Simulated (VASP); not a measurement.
# CdIn2O4 (Fd-3m) in VASP: single point with PBE

Aim: the single point of CdIn2O4 with PBE.

Program: VASP 6.6.1. These are calculated values, not measurements. Logs are shortened: lines on timing, memory, paths and dates and some standing lists are left out, and cuts for length are marked.

## 1. The cell of the first run

The structure is cubic, space group Fd-3m (No. 227). Conventional cell: a = 9.213 Å, b = 9.213 Å, c = 9.213 Å, α = 90.00°, β = 90.00°, γ = 90.00°. In (site symmetry -3m) has 6 O at 2.22 Å within 2.9 Å. Within 3.0 Å of O (site symmetry 3m) lie 1 Cd at 2.15 Å and 3 In at 2.22 Å and 3 O at 3.00 Å. Cd (site symmetry -43m) has 4 O at 2.15 Å within 2.9 Å.

## 2. Single point, PBE

INCAR reads:

```
PREC     = Accurate       # precision mode
ENCUT    = 600            # plane-wave cutoff, eV
EDIFF    = 1E-6           # SCF threshold, eV
ISMEAR   = -1             # smearing method
SIGMA    = 0.1            # smearing width, eV
LREAL    = F              # projectors in reciprocal space
LASPH    = T              # aspherical terms in the spheres
NELM     = 120            # most SCF steps
ALGO     = Normal         # electronic algorithm
ISIF     = 2              # what is computed and relaxed
LWAVE    = F              # write WAVECAR
LCHARG   = F              # write CHGCAR
GGA      = PE             # functional
NBANDS   = 75             # bands
GGA_COMPAT= F
```

KPOINTS reads:

```
regular mesh
0
Gamma
  5 5 5
```

POSCAR reads:

```
CdIn2O4
1.0
    0.0000000000      4.6066510000      4.6066510000
    4.6066510000      0.0000000000      4.6066510000
    4.6066510000      4.6066510000      0.0000000000
In O Cd
4 8 2
Direct
    0.6250000000      0.6250000000      0.6250000000
    0.1250000000      0.6250000000      0.6250000000
    0.6250000000      0.6250000000      0.1250000000
    0.6250000000      0.1250000000      0.6250000000
    0.8650000000      0.8650000000      0.8650000000
    0.8450000000      0.3850000000      0.3850000000
    0.8650000000      0.8650000000      0.4050000000
    0.3850000000      0.8450000000      0.3850000000
    0.4050000000      0.8650000000      0.8650000000
    0.3850000000      0.3850000000      0.3850000000
    0.8650000000      0.4050000000      0.8650000000
    0.3850000000      0.3850000000      0.8450000000
    0.0000000000      0.0000000000      0.0000000000
    0.2500000000      0.2500000000      0.2500000000
```

Potentials or basis: VASP PAW PBE potentials, release 64 (In_d, O, Cd).

On the command line:

```console
$ cat potpaw_PBE.64/In_d/POTCAR potpaw_PBE.64/O/POTCAR potpaw_PBE.64/Cd/POTCAR > POTCAR
$ mpirun -np 1 vasp_std > vasp.out
```

OUTCAR:

```text
PREC = Accurate
   ENCUT = 600
   EDIFF = 1E-6
   ISMEAR = -1
   LREAL = F
   LASPH = T
   NELM = 120
   ISIF = 2
   GGA = PE

 ion  position               nearest neighbor table
   1  0.625  0.625  0.625-   7 2.22  12 2.22   8 2.22   9 2.22  11 2.22   6 2.22   2 3.26   3 3.26
                             4 3.26   3 3.26   4 3.26   2 3.26  14 3.82  13 3.82  14 3.82  13 3.82
   2  0.125  0.625  0.625-   7 2.22   8 2.22  11 2.22  12 2.22   5 2.22  10 2.22   1 3.26   3 3.26
                             4 3.26   1 3.26   3 3.26   4 3.26  13 3.82  14 3.82  13 3.82  14 3.82
   3  0.625  0.625  0.125-   6 2.22   8 2.22   9 2.22  11 2.22  10 2.22   5 2.22   1 3.26   1 3.26
                             2 3.26   4 3.26   4 3.26   2 3.26  14 3.82  13 3.82  14 3.82  13 3.82
   4  0.625  0.125  0.625-   6 2.22   7 2.22   9 2.22  12 2.22  10 2.22   5 2.22   1 3.26   3 3.26
                             1 3.26   2 3.26   3 3.26   2 3.26  14 3.82  13 3.82  14 3.82  13 3.82
   5  0.865  0.865  0.865-  13 2.15   3 2.22   4 2.22   2 2.22
   6  0.845  0.385  0.385-  14 2.15   4 2.22   3 2.22   1 2.22
   7  0.865  0.865  0.405-  13 2.15   4 2.22   2 2.22   1 2.22
   8  0.385  0.845  0.385-  14 2.15   3 2.22   2 2.22   1 2.22
   9  0.405  0.865  0.865-  13 2.15   4 2.22   3 2.22   1 2.22
  10  0.385  0.385  0.385-  14 2.15   3 2.22   4 2.22   2 2.22
  11  0.865  0.405  0.865-  13 2.15   3 2.22   2 2.22   1 2.22
  12  0.385  0.385  0.845-  14 2.15   4 2.22   2 2.22   1 2.22
  13  0.000  0.000  0.000-   5 2.15   7 2.15   9 2.15  11 2.15   4 3.82   2 3.82   2 3.82   4 3.82
                             1 3.82   3 3.82   3 3.82   1 3.82   1 3.82   3 3.82   4 3.82   2 3.82
  14  0.250  0.250  0.250-  10 2.15   8 2.15   6 2.15  12 2.15   2 3.82   4 3.82   2 3.82   4 3.82
                             1 3.82   3 3.82   1 3.82   3 3.82   1 3.82   3 3.82   4 3.82   2 3.82

  LATTYP: Found a face centered cubic cell.
 ALAT       =     9.2133020000

  Lattice vectors:

 A1 = (   0.0000000000,   4.6066510000,   4.6066510000)
 A2 = (   4.6066510000,   0.0000000000,   4.6066510000)
 A3 = (   4.6066510000,   4.6066510000,   0.0000000000)

Analysis of symmetry for initial positions (statically):
=====================================================================
 Subroutine PRICEL returns:
 Original cell was already a primitive cell.

 Routine SETGRP: Setting up the symmetry group for a
 face centered cubic supercell.

 Subroutine GETGRP returns: Found 48 space group operations
 (whereof 24 operations were pure point group operations)
 out of a pool of 48 trial point group operations.

The static configuration has the point symmetry T_d .
 The point group associated with its full space group is O_h .

Analysis of symmetry for dynamics (positions and initial velocities):
=====================================================================
 Subroutine PRICEL returns:
 Original cell was already a primitive cell.

 Routine SETGRP: Setting up the symmetry group for a
 face centered cubic supercell.

 Subroutine GETGRP returns: Found 48 space group operations
 (whereof 24 operations were pure point group operations)
 out of a pool of 48 trial point group operations.

The dynamic configuration has the point symmetry T_d .
 The point group associated with its full space group is O_h .

 Subroutine INISYM returns: Found 48 space group operations
 (whereof 24 operations are pure point group operations),
 and found     1 'primitive' translations

----------------------------------------------------------------------------------------

                                     Primitive cell

  volume of cell :     195.5176

  direct lattice vectors                    reciprocal lattice vectors
     0.000000000  4.606651000  4.606651000    -0.108538719  0.108538719  0.108538719
     4.606651000  0.000000000  4.606651000     0.108538719 -0.108538719  0.108538719
     4.606651000  4.606651000  0.000000000     0.108538719  0.108538719 -0.108538719

  length of vectors
     6.514788321  6.514788321  6.514788321     0.187994576  0.187994576  0.187994576

  position of ions in fractional coordinates (direct lattice)
     0.625000000  0.625000000  0.625000000
     0.125000000  0.625000000  0.625000000
     0.625000000  0.625000000  0.125000000
     0.625000000  0.125000000  0.625000000
     0.865000000  0.865000000  0.865000000
     0.845000000  0.385000000  0.385000000
[... 40 lines left out ...]

  Length of vectors
     0.037598915  0.037598915  0.037598915

  Shift w.r.t. Gamma in fractional coordinates (k-lattice)
     0.000000000  0.000000000  0.000000000

 Subroutine IBZKPT returns following result:
 ===========================================

 Found     10 irreducible k-points:

 Following reciprocal coordinates:
            Coordinates               Weight
  0.000000  0.000000  0.000000      1.000000
  0.200000  0.000000  0.000000      8.000000
  0.400000  0.000000  0.000000      8.000000
  0.200000  0.200000  0.000000      6.000000
  0.400000  0.200000  0.000000     24.000000
 -0.400000  0.200000  0.000000     24.000000
 -0.200000  0.200000  0.000000     12.000000
  0.400000  0.400000  0.000000      6.000000
 -0.400000  0.400000  0.000000     12.000000
 -0.400000  0.400000  0.200000     24.000000
   k-points           NKPTS =     10   k-points in BZ     NKDIM =     10   number of bands    NBANDS=     75
   number of dos      NEDOS =    301   number of ions     NIONS =     14
   total plane-waves  NPLWV = 157464
   dimension x,y,z NGX =    54 NGY =   54 NGZ =   54
   dimension x,y,z NGXF=   108 NGYF=  108 NGZF=  108
   ions per type =               4   8   2
   NGX,Y,Z   is equivalent  to a cutoff of  13.78, 13.78, 13.78 a.u.
   NGXF,Y,Z  is equivalent  to a cutoff of  27.56, 27.56, 27.56 a.u.
 SYSTEM =  unknown system
   PREC   = accura    normal or accurate (medium, high low for compatibility)
   ISTART =      0    job   : 0-new  1-cont  2-samecut
   ICHARG =      2    charge: 1-file 2-atom 10-const
   ISPIN  =      1    spin polarized calculation?
   LNONCOLLINEAR =      F non collinear calculations
   LSORBIT =      F    spin-orbit coupling
   LASPH  =      T    aspherical Exc in radial PAW
   ENCUT  =  600.0 eV  44.10 Ry    6.64 a.u.  13.01 13.01 13.01*2*pi/ulx,y,z
   NELM   =    120;   NELMIN=  2; NELMDL= -5     # of ELM steps
   EDIFF  = 0.1E-05   stopping-criterion for ELM
   LREAL  =      F    real-space projection
   EDIFFG = 0.1E-04   stopping-criterion for IOM
   NSW    =      0    number of steps for IOM
   IBRION =     -1    ionic relax: 0-MD 1-quasi-New 2-CG
   NFREE  =      0    steps in history (QN), initial steepest desc. (CG)
   ISIF   =      2    stress and relaxation
   ISYM   =      2    0-nonsym 1-usesym 2-fastsym
   POTIM  = 0.5000    time-step for ionic-motion
   TEBEG  =    0.0;   TEEND  =   0.0 temperature during run
   PSTRESS=    0.0 pullay stress
   NELECT =     124.0000    total number of electrons
   NUPDOWN=      -1.0000    fix difference up-down
   EMIN   =  10.00;   EMAX   =-10.00  energy-range for DOS
   EFERMI =   0.00;   METHOD = LEGACY
   ISMEAR =    -1;   SIGMA  =   0.10  broadening in eV -4-tet -1-fermi 0-gaus
   EFERMI_NEDOS =   21; number of points for ismear=-14 and -15
   IALGO  =     38    algorithm
   IMIX   =      4    mixing-type and parameters
     AMIX     =   0.40;   BMIX     =  1.00
     AMIX_MAG =   1.60;   BMIX_MAG =  1.00
  volume/ion in A,a.u.               =      13.97        94.24
  Fermi-wavevector in a.u.,A,eV,Ry     =   1.406544  2.657983 26.917315  1.978367
  Thomas-Fermi vector in A             =   2.528894
   LORBIT       =      0    0 simple, 1 ext, 2 COOP (PROOUT), +10 PAW based schemes
   GGA     = PE    functional components
   LHFCALC =     F    Hartree Fock is set to
   AEXX    =    0.0000 exact exchange contribution
   IVDW    =     0    specifies the selected vdW correction
   LEPSILON=     F    determine dielectric tensor
   LRPA    =     F    only Hartree local field effects (RPA)
 non-spin polarized calculation
  energy-cutoff  :      600.00
  volume of cell :      195.52
 maximum number of plane-waves:      6543
 NGX is ok and might be reduce to    54
   NGX = 25   NGY = 25   NGZ = 25

 number of electron     124.0000025 magnetization

 Free energy of the ion-electron system (eV)
  ---------------------------------------------------
  ext. energy  EPLUGINS =         0.00000000
  ---------------------------------------------------
  free energy    TOTEN  =       -71.42583624 eV

  energy without entropy =      -71.42433921  energy(sigma->0) =      -71.42508773

 E-fermi :   4.2348     XC(G=0): -10.7383

 val. band max:        3.4846513546   @ k =  -0.4000   0.2000   0.0000
 cond. band min:       4.4901108292   @ k =   0.0000   0.0000   0.0000
 fundamental gap:      1.0054594746
 Fermi energy:         4.2348445567

 k-point     1 :       0.0000    0.0000    0.0000
  band No.  band energies     occupation
      1     -13.7996      2.00000
      2     -13.2498      2.00000
      3     -13.2498      2.00000
      4     -13.2498      2.00000
      5     -12.9431      2.00000
      6     -12.7820      2.00000
[... 759 lines left out ...]
     73      12.6272      0.00000
     74      12.9747      0.00000
 [bands above 74 left out]

------------------------ aborting loop because EDIFF is reached ----------------------------------------

  FORCE on cell =-STRESS in cart. coord.  units (eV):
  Direction    XX          YY          ZZ          XY          YZ          ZX
  --------------------------------------------------------------------------------------
  -------------------------------------------------------------------------------------
  Total        5.1903675      5.1903675      5.1903675      0.0000000      0.0000000      0.0000000
  in kB       42.5326812     42.5326812     42.5326812      0.0000000      0.0000000      0.0000000
  external PRESSURE =      42.5326812 kB  Pullay stress =       0.0000000 kB

 VOLUME and BASIS-vectors are now :
 -----------------------------------------------------------------------------
  energy-cutoff  :      600.00
  volume of cell :      195.52
      direct lattice vectors                 reciprocal lattice vectors
     0.000000000  4.606651000  4.606651000    -0.108538719  0.108538719  0.108538719
     4.606651000  0.000000000  4.606651000     0.108538719 -0.108538719  0.108538719
     4.606651000  4.606651000  0.000000000     0.108538719  0.108538719 -0.108538719

 POSITION                                       TOTAL-FORCE (eV/Angst)
 -----------------------------------------------------------------------------------
      5.75831      5.75831      5.75831         0.000000      0.000000      0.000000
      5.75831      3.45499      3.45499         0.000000      0.000000      0.000000
      3.45499      3.45499      5.75831         0.000000      0.000000      0.000000
      3.45499      5.75831      3.45499         0.000000      0.000000      0.000000
      7.96951      7.96951      7.96951        -0.526370     -0.526370     -0.526370
      3.54712      5.66618      5.66618         0.526370     -0.526370     -0.526370
      5.85045      5.85045      7.96951         0.526370      0.526370     -0.526370
      5.66618      3.54712      5.66618        -0.526370      0.526370     -0.526370
      7.96951      5.85045      5.85045        -0.526370      0.526370      0.526370
      3.54712      3.54712      3.54712         0.526370      0.526370      0.526370
      5.85045      7.96951      5.85045         0.526370     -0.526370      0.526370
      5.66618      5.66618      3.54712        -0.526370     -0.526370      0.526370
      0.00000      0.00000      0.00000         0.000000      0.000000      0.000000
      2.30333      2.30333      2.30333         0.000000      0.000000      0.000000
 -----------------------------------------------------------------------------------
    total drift:                               -0.000000     -0.000000      0.000000

  FREE ENERGIE OF THE ION-ELECTRON SYSTEM (eV)
  ---------------------------------------------------
  free  energy   TOTEN  =       -71.4258362367 eV

  energy  without entropy=      -71.4243392133  energy(sigma->0) =      -71.42508773
```

Wall time 8.2 min (1 thread of Oxide Virtual Turin-like, shared host); peak memory 0.44 GiB.

Results:

* Free energy: -71.4258 eV
* Pressure: 4.3 GPa
* Largest force: 0.912 eV/Å
* Band gap on the k mesh: 1.01 eV (least direct gap 1.07 eV)

Forces on the atoms (eV/Å):
```
In   0.000  0.000  0.000
In   0.000  0.000  0.000
In   0.000  0.000  0.000
In   0.000  0.000  0.000
O   -0.526 -0.526 -0.526
O    0.526 -0.526 -0.526
O    0.526  0.526 -0.526
O   -0.526  0.526 -0.526
O   -0.526  0.526  0.526
O    0.526  0.526  0.526
O    0.526 -0.526  0.526
O   -0.526 -0.526  0.526
Cd   0.000  0.000  0.000
Cd   0.000  0.000  0.000
```

Caveat: the cell stands under pressure; spin-orbit coupling is left out, which moves the levels of the heavy elements; an odd mesh through Γ misses points on the zone boundary, where band edges can lie.
